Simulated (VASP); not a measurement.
# LaGeS (P4/nmm) in VASP: single point with r2SCAN

Aim: the single point of LaGeS with r2SCAN.

Everything below comes from runs of VASP 6.6.1. Logs are shortened: lines on timing, memory, paths and dates and some standing lists are left out, and cuts for length are marked.

## (1) The cell of the first run

The structure is tetragonal, space group P4/nmm (No. 129). Conventional cell: a = 3.960 Å, b = 3.960 Å, c = 8.630 Å, α = 90.00°, β = 90.00°, γ = 90.00°. Within 3.8 Å of Ge (site symmetry 4mm) lie 5 La at 2.88 to 2.96 Å and 4 Ge at 3.61 Å and 4 S at 3.74 Å. Within 3.8 Å of S (site symmetry -4m2) lie 4 S at 2.80 Å and 4 La at 3.18 Å and 4 Ge at 3.74 Å. Within 3.8 Å of La (site symmetry 4mm) lie 5 Ge at 2.88 to 2.96 Å and 4 S at 3.18 Å.

## (2) Single point, r2SCAN

The input, POSCAR:

```
LaGeS
1.0
    3.9599720000      0.0000000000      0.0000000000
    0.0000000000      3.9599720000      0.0000000000
    0.0000000000      0.0000000000      8.6296060000
Ge S La
2 2 2
Direct
    0.0000000000      0.5000000000      0.6320000000
    0.5000000000      0.0000000000      0.3680000000
    0.0000000000      0.0000000000      0.0000000000
    0.5000000000      0.5000000000      0.0000000000
    0.0000000000      0.5000000000      0.2888000000
    0.5000000000      0.0000000000      0.7112000000
```

The input, INCAR.step1:

```
SYSTEM = LaGeS
ALGO = Normal
EDIFF = 1E-4
ENCUT = 520
GGA = PE
ISMEAR = -1
LASPH = .True.
LCHARG = .False.
LREAL = .False.
LWAVE = .True.
NBANDS = 40
NELM = 100
PREC = Accurate
SIGMA = 0.0707
```

The input, INCAR.step2:

```
SYSTEM = LaGeS
ALGO = Normal
EDIFF = 1E-6
ENCUT = 520
ISIF = 2
ISMEAR = -1
ISTART = 1
LASPH = .True.
LCHARG = .False.
LMIXTAU = .True.
LREAL = .False.
LWAVE = .False.
METAGGA = R2SCAN
NBANDS = 40
NELM = 100
PREC = Accurate
SIGMA = 0.0707
```

The input, KPOINTS:

```
k-points
0
Gamma
  9 9 4
  0 0 0
```

Potentials or basis: VASP PAW PBE potentials, release 64 (Ge_d, S, La).

Started as:

```sh
cat potpaw_PBE.64/Ge_d/POTCAR potpaw_PBE.64/S/POTCAR potpaw_PBE.64/La/POTCAR > POTCAR
cp INCAR.step1 INCAR
mpirun -np 1 vasp_std > vasp.out
cp INCAR.step2 INCAR
mpirun -np 1 vasp_std > vasp.out
```

OUTCAR:

```text
SYSTEM = LaGeS
   EDIFF = 1E-6
   ENCUT = 520
   ISIF = 2
   ISMEAR = -1
   ISTART = 1
   LASPH = .True.
   LREAL = .False.
   METAGGA = R2SCAN
   NELM = 100
   PREC = Accurate

 ion  position               nearest neighbor table
   1  0.000  0.500  0.632-   6 2.88   6 2.88   6 2.88   6 2.88   5 2.96
   2  0.500  0.000  0.368-   5 2.88   5 2.88   5 2.88   5 2.88   6 2.96
   3  0.000  0.000  0.000-   5 3.18   6 3.18   5 3.18   6 3.18
   4  0.500  0.500  0.000-   5 3.18   6 3.18   6 3.18   5 3.18
   5  0.000  0.500  0.289-   2 2.88   2 2.88   2 2.88   2 2.88   1 2.96   3 3.18   4 3.18   4 3.18
                             3 3.18
   6  0.500  0.000  0.711-   1 2.88   1 2.88   1 2.88   1 2.88   2 2.96   4 3.18   4 3.18   3 3.18
                             3 3.18

  LATTYP: Found a simple tetragonal cell.
 ALAT       =     3.9599720000
 C/A-ratio  =     2.1792088429

  Lattice vectors:

 A1 = (   3.9599720000,   0.0000000000,   0.0000000000)
 A2 = (   0.0000000000,   3.9599720000,   0.0000000000)
 A3 = (   0.0000000000,   0.0000000000,   8.6296060000)

Analysis of symmetry for initial positions (statically):
=====================================================================
 Subroutine PRICEL returns:
 Original cell was already a primitive cell.

 Routine SETGRP: Setting up the symmetry group for a
 simple tetragonal supercell.

 Subroutine GETGRP returns: Found 16 space group operations
 (whereof  8 operations were pure point group operations)
 out of a pool of 16 trial point group operations.

The static configuration has the point symmetry D_2d.
 The point group associated with its full space group is D_4h.

Analysis of symmetry for dynamics (positions and initial velocities):
=====================================================================
 Subroutine PRICEL returns:
 Original cell was already a primitive cell.

 Routine SETGRP: Setting up the symmetry group for a
 simple tetragonal supercell.

 Subroutine GETGRP returns: Found 16 space group operations
 (whereof  8 operations were pure point group operations)
 out of a pool of 16 trial point group operations.

The dynamic configuration has the point symmetry D_2d.
 The point group associated with its full space group is D_4h.

 Subroutine INISYM returns: Found 16 space group operations
 (whereof  8 operations are pure point group operations),
 and found     1 'primitive' translations

----------------------------------------------------------------------------------------

                                     Primitive cell

  volume of cell :     135.3241

  direct lattice vectors                    reciprocal lattice vectors
     3.959972000  0.000000000  0.000000000     0.252527038  0.000000000  0.000000000
     0.000000000  3.959972000  0.000000000     0.000000000  0.252527038  0.000000000
     0.000000000  0.000000000  8.629606000     0.000000000  0.000000000  0.115880146

  length of vectors
     3.959972000  3.959972000  8.629606000     0.252527038  0.252527038  0.115880146

  position of ions in fractional coordinates (direct lattice)
     0.000000000  0.500000000  0.632000000
     0.500000000  0.000000000  0.368000000
     0.000000000  0.000000000  0.000000000
     0.500000000  0.500000000  0.000000000
     0.000000000  0.500000000  0.288800000
     0.500000000  0.000000000  0.711200000

  ion indices of the primitive-cell ions
   primitive index   ion index
                 1           1
                 2           2
                 3           3
                 4           4
                 5           5
                 6           6

----------------------------------------------------------------------------------------

 KPOINTS: k-points

Automatic generation of k-mesh.
 Grid dimensions read from file:
 generate k-points for:    9    9    4

 Generating k-lattice:

  Cartesian coordinates                     Fractional coordinates (reciprocal lattice)
     0.028058560  0.000000000  0.000000000     0.111111111  0.000000000  0.000000000
     0.000000000  0.028058560  0.000000000     0.000000000  0.111111111  0.000000000
     0.000000000  0.000000000  0.028970036     0.000000000  0.000000000  0.250000000

  Length of vectors
     0.028058560  0.028058560  0.028970036

  Shift w.r.t. Gamma in fractional coordinates (k-lattice)
     0.000000000  0.000000000  0.000000000

 Subroutine IBZKPT returns following result:
 ===========================================

 Found     45 irreducible k-points:

 Following reciprocal coordinates:
            Coordinates               Weight
  0.000000  0.000000  0.000000      1.000000
  0.111111  0.000000  0.000000      4.000000
  0.222222  0.000000  0.000000      4.000000
  0.333333  0.000000  0.000000      4.000000
  0.444444  0.000000  0.000000      4.000000
  0.111111  0.111111  0.000000      4.000000
[... 16 lines left out ...]
  0.333333  0.111111  0.250000     16.000000
  0.444444  0.111111  0.250000     16.000000
 [... further k-points ...]
   k-points           NKPTS =     45   k-points in BZ     NKDIM =     45   number of bands    NBANDS=     40
   number of dos      NEDOS =    301   number of ions     NIONS =      6
   total plane-waves  NPLWV =  57600
   dimension x,y,z NGX =    30 NGY =   30 NGZ =   64
   dimension x,y,z NGXF=    60 NGYF=   60 NGZF=  128
   ions per type =               2   2   2
   NGX,Y,Z   is equivalent  to a cutoff of  12.59, 12.59, 12.33 a.u.
   NGXF,Y,Z  is equivalent  to a cutoff of  25.19, 25.19, 24.66 a.u.
 SYSTEM =  LaGeS
   PREC   = accura    normal or accurate (medium, high low for compatibility)
   ISTART =      1    job   : 0-new  1-cont  2-samecut
   ICHARG =      0    charge: 1-file 2-atom 10-const
   ISPIN  =      1    spin polarized calculation?
   LNONCOLLINEAR =      F non collinear calculations
   LSORBIT =      F    spin-orbit coupling
   LASPH  =      T    aspherical Exc in radial PAW
   ENCUT  =  520.0 eV  38.22 Ry    6.18 a.u.   7.36  7.36 16.05*2*pi/ulx,y,z
   NELM   =    100;   NELMIN=  2; NELMDL=  0     # of ELM steps
   EDIFF  = 0.1E-05   stopping-criterion for ELM
   LREAL  =      F    real-space projection
   EDIFFG = 0.1E-04   stopping-criterion for IOM
   NSW    =      0    number of steps for IOM
   IBRION =     -1    ionic relax: 0-MD 1-quasi-New 2-CG
   NFREE  =      0    steps in history (QN), initial steepest desc. (CG)
   ISIF   =      2    stress and relaxation
   ISYM   =      2    0-nonsym 1-usesym 2-fastsym
   POTIM  = 0.5000    time-step for ionic-motion
   TEBEG  =    0.0;   TEEND  =   0.0 temperature during run
   PSTRESS=    0.0 pullay stress
   NELECT =      62.0000    total number of electrons
   NUPDOWN=      -1.0000    fix difference up-down
   EMIN   =  10.00;   EMAX   =-10.00  energy-range for DOS
   EFERMI =   0.00;   METHOD = LEGACY
   ISMEAR =    -1;   SIGMA  =   0.07  broadening in eV -4-tet -1-fermi 0-gaus
   EFERMI_NEDOS =   21; number of points for ismear=-14 and -15
   IALGO  =     38    algorithm
   IMIX   =      4    mixing-type and parameters
     AMIX     =   0.40;   BMIX     =  1.00
     AMIX_MAG =   1.60;   BMIX_MAG =  1.00
  volume/ion in A,a.u.               =      22.55       152.20
  Fermi-wavevector in a.u.,A,eV,Ry     =   1.262061  2.384949 21.671330  1.592798
  Thomas-Fermi vector in A             =   2.395488
   LORBIT       =      0    0 simple, 1 ext, 2 COOP (PROOUT), +10 PAW based schemes
   METAGGA = R2SCAN    functional components
   LHFCALC =     F    Hartree Fock is set to
   AEXX    =    0.0000 exact exchange contribution
   IVDW    =     0    specifies the selected vdW correction
   LEPSILON=     F    determine dielectric tensor
   LRPA    =     F    only Hartree local field effects (RPA)
 non-spin polarized calculation
  energy-cutoff  :      520.00
  volume of cell :      135.32
 maximum number of plane-waves:      3684
 NGX is ok and might be reduce to    30
   NGX = 15   NGY = 15   NGZ = 33

 number of electron      61.9999993 magnetization

 Free energy of the ion-electron system (eV)
  ---------------------------------------------------
  ext. energy  EPLUGINS =         0.00000000
  ---------------------------------------------------
  free energy    TOTEN  =      -106.21816158 eV

  energy without entropy =     -106.16015166  energy(sigma->0) =     -106.18915662

 E-fermi :   7.3828     XC(G=0): -11.2340

 val. band max:        7.3820235922   @ k =   0.4444   0.0000   0.0000
 cond. band min:       7.4092883895   @ k =   0.4444   0.2222   0.0000
 fundamental gap:      0.0272647973
 Fermi energy:         7.3827935641

 k-point     1 :       0.0000    0.0000    0.0000
  band No.  band energies     occupation
      1     -25.6298      2.00000
      2     -25.6113      2.00000
      3     -17.1641      2.00000
      4     -17.1580      2.00000
      5     -17.1419      2.00000
      6     -17.1419      2.00000
[... 32 lines left out ...]
     39      10.5786      0.00000
     40      10.6161      0.00000

 k-point     2 :       0.1111    0.0000    0.0000
  band No.  band energies     occupation
      1     -25.6235      2.00000
      2     -25.6061      2.00000
      3     -17.1646      2.00000
      4     -17.1587      2.00000
      5     -17.1416      2.00000
      6     -17.1413      2.00000
[... 32 lines left out ...]
     39      10.5875      0.00000
     40      10.6954      0.00000

 k-point     3 :       0.2222    0.0000    0.0000
  band No.  band energies     occupation
      1     -25.6074      2.00000
      2     -25.5932      2.00000
      3     -17.1656      2.00000
      4     -17.1605      2.00000
      5     -17.1458      2.00000
      6     -17.1416      2.00000
[... 32 lines left out ...]
     39      10.6066      0.00000
     40      10.7571      0.00000

 k-point     4 :       0.3333    0.0000    0.0000
  band No.  band energies     occupation
      1     -25.5883      2.00000
      2     -25.5790      2.00000
      3     -17.1663      2.00000
      4     -17.1628      2.00000
      5     -17.1498      2.00000
      6     -17.1451      2.00000
[... 32 lines left out ...]
     39      10.6539      0.00000
     40      10.7436      0.00000
[... 772 lines left out ...]
     39      10.6843      0.00000
     40      10.7011      0.00000

 k-point    23 :       0.3333    0.1111    0.2500
  band No.  band energies     occupation
      1     -25.5828      2.00000
      2     -25.5748      2.00000
      3     -17.1658      2.00000
      4     -17.1630      2.00000
      5     -17.1472      2.00000
      6     -17.1450      2.00000
[... 32 lines left out ...]
     39      10.6856      0.00000
     40      10.7219      0.00000

 k-point    24 :       0.4444    0.1111    0.2500
  band No.  band energies     occupation
      1     -25.5695      2.00000
      2     -25.5667      2.00000
      3     -17.1654      2.00000
      4     -17.1644      2.00000
      5     -17.1489      2.00000
      6     -17.1480      2.00000
[... 32 lines left out ...]
     39      10.7066      0.00000
     40      10.7243      0.00000

 [... further k-points ...]

------------------------ aborting loop because EDIFF is reached ----------------------------------------

  FORCE on cell =-STRESS in cart. coord.  units (eV):
  Direction    XX          YY          ZZ          XY          YZ          ZX
  --------------------------------------------------------------------------------------
  -------------------------------------------------------------------------------------
  Total        8.7713685      8.7713685     -1.3229259      0.0000000      0.0000000     -0.0000000
  in kB      103.8491014    103.8491014    -15.6628545      0.0000000      0.0000000     -0.0000000
  external PRESSURE =      64.0117828 kB  Pullay stress =       0.0000000 kB

 VOLUME and BASIS-vectors are now :
 -----------------------------------------------------------------------------
  energy-cutoff  :      520.00
  volume of cell :      135.32
      direct lattice vectors                 reciprocal lattice vectors
     3.959972000  0.000000000  0.000000000     0.252527038  0.000000000  0.000000000
     0.000000000  3.959972000  0.000000000     0.000000000  0.252527038  0.000000000
     0.000000000  0.000000000  8.629606000     0.000000000  0.000000000  0.115880146

 POSITION                                       TOTAL-FORCE (eV/Angst)
 -----------------------------------------------------------------------------------
      0.00000      1.97999      5.45391         0.000000      0.000000     -0.856615
      1.97999      0.00000      3.17570         0.000000     -0.000000      0.856615
      0.00000      0.00000      0.00000         0.000000      0.000000     -0.000000
      1.97999      1.97999      0.00000         0.000000     -0.000000     -0.000000
      0.00000      1.97999      2.49223         0.000000      0.000000     -2.104450
      1.97999      0.00000      6.13738        -0.000000     -0.000000      2.104450
 -----------------------------------------------------------------------------------
    total drift:                                0.000000      0.000000      0.000000

  FREE ENERGIE OF THE ION-ELECTRON SYSTEM (eV)
  ---------------------------------------------------
  free  energy   TOTEN  =      -106.2181615782 eV

  energy  without entropy=     -106.1601516566  energy(sigma->0) =     -106.18915662
```

Wall time 25 min (1 thread of Intel Xeon Platinum 8259CL at 2.50GHz (Skylake/Cascade Lake), shared host); peak memory 0.41 GiB.

What came out:

* Free energy: -106.2182 eV
* Pressure: 6.4 GPa
* Largest force: 2.104 eV/Å
* Band gap on the k mesh: zero (bands 31 and 32 overlap by 2.04 eV)

Forces in eV/Å, atoms in the order of the input:
```
Ge   0.000  0.000 -0.857
Ge   0.000  0.000  0.857
S    0.000  0.000  0.000
S    0.000  0.000  0.000
La   0.000  0.000 -2.104
La   0.000  0.000  2.104
```

Caveat: the stress differs along the axes, from -2 to 10 GPa; the PAW data sets were made with another functional, which shifts forces and pressure a little; spin-orbit coupling is left out, which moves the levels of the heavy elements.

The gap in the log of VASP goes by the Fermi energy; the results here count the filled bands.